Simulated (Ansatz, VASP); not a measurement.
# Pd2PtSe6 in VASP and in Ansatz

```
Pd Pt Se
1.0
     3.79656    0.00000    0.00000
    -1.89828    3.28791    0.00000
     0.00000    0.00000   15.18707
Pd Pt Se
2 1 6
Direct
  0.00000 0.00000 0.33692
  0.00000 0.00000 0.66308
  0.00000 0.00000 0.00000
  0.33333 0.66667 0.08488
  0.33333 0.66667 0.42201
  0.33333 0.66667 0.74759
  0.66667 0.33333 0.25241
  0.66667 0.33333 0.57800
  0.66667 0.33333 0.91512
```

Alike in both runs: task relaxation of cell and atoms; functional PBE; k mesh 12 × 12 × 4; occupations gaussian, width 0.1 eV; no spin polarisation.

```csv
,VASP,Ansatz
version,VASP 6.6.1,Ansatz 0.2.0
potentials or method,"VASP PAW PBE potentials, release 64 (Pd, Pt, Se), cutoff 600 eV","scalar-relativistic, plane waves, PAW"
valence electrons in the cell,66,150
```

|  | VASP | Ansatz | Ansatz less VASP |
| --- | --- | --- | --- |
| gap on the k mesh at the Fermi level, each at its own relaxed structure (eV) | none | none | - |
| relaxed volume (Å³/atom) | 21.06 | 21.06 | 0.000 |
| relaxed cell length with the largest relative difference (Å) | 3.797 | 3.797 | 0.0000 |

A gap of «none» marks a metal or a gap that the smearing closes. VASP's potentials hold 66 valence electrons a cell and Ansatz's 150, so a difference there can come from the potentials and not from the codes.

Spin-orbit coupling is off throughout. Noted on VASP's run: the relaxation stopped at its first step, so nothing moved.
